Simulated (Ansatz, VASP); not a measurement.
**Si: VASP beside Ansatz**

POSCAR

```
Si
1.0
    2.6787827946      0.0000000000      0.0000000000
   -1.3393913973      2.3198939513      0.0000000000
    0.0000000000      0.0000000000      4.6214548986
Si
2
Direct
    0.3333333333      0.6666666667      0.2500000000
    0.6666666667      0.3333333333      0.7500000000
```

INCAR.step1

```
SYSTEM = Si
  PREC = Accurate
  ENCUT = 520
  ISMEAR = 0
  SIGMA = 0.15
  LREAL = .FALSE.
  LASPH = .TRUE.
  NELM = 60
  NBANDS = 11
  GGA = PE
  ALGO = Normal
  EDIFF = 1E-4
  LWAVE = .TRUE.
  LCHARG = .FALSE.
```

INCAR.step2

```
SYSTEM = Si
  PREC = Accurate
  ENCUT = 520
  EDIFF = 1E-6
  ISMEAR = 0
  SIGMA = 0.15
  LREAL = .FALSE.
  LASPH = .TRUE.
  NELM = 60
  ALGO = Normal
  ISIF = 2
  LWAVE = .FALSE.
  LCHARG = .FALSE.
  METAGGA = R2SCAN
  LMIXTAU = .TRUE.
  NBANDS = 11
  ISTART = 1
```

KPOINTS

```
Automatic mesh
0
G
  24 24 14
  0 0 0
```

Input for Ansatz:

```yaml
crystal:
  lattice:
    - [2.6787827946, 0.0, 0.0]
    - [-1.3393913973, 2.3198939513, 0.0]
    - [0.0, 0.0, 4.6214548986]
  atoms:
    - { symbol: Si, position: [0.3333333333, 0.6666666667, 0.25] }
    - { symbol: Si, position: [0.6666666667, 0.3333333333, 0.75] }
basis:
  ecutwfc: 500
kpoints:
  mp_grid: { grid: [24, 24, 14] }
hamiltonian:
  xc: r2scan
scf:
  occupations: { method: gaussian, width: 0.15 }
output:
  forces: true
  stress: true
  eigenvalues: true
```

Change from the starting cell: strain +0.015 along x and y, +0.015 along z, atoms carried along.

Alike in both runs: task single point; functional r2SCAN; k mesh 24 × 24 × 14; occupations gaussian, width 0.15 eV; no spin polarisation.

|  | VASP | Ansatz |
| --- | --- | --- |
| version | VASP 6.6.1 | Ansatz 0.2.0 |
| potentials or method | VASP PAW PBE potentials, release 64 (Si), cutoff 520 eV | scalar-relativistic, plane waves, PAW |
| valence electrons in the cell | 8 | 8 |

VASP gave:

- gap on the k mesh at the Fermi level (eV): none
- pressure (GPa): -3.7
- traceless stress, the component that is largest in VASP (GPa): -0.25

Problem. Estimate Ansatz's values.

Solution. gap on the k mesh at the Fermi level (eV): none; pressure (GPa): -3.7; traceless stress, the component that is largest in VASP (GPa): -0.28.

VASP's potentials were made for PBE, not for r2SCAN. A gap of «none» marks a metal or a gap that the smearing closes.
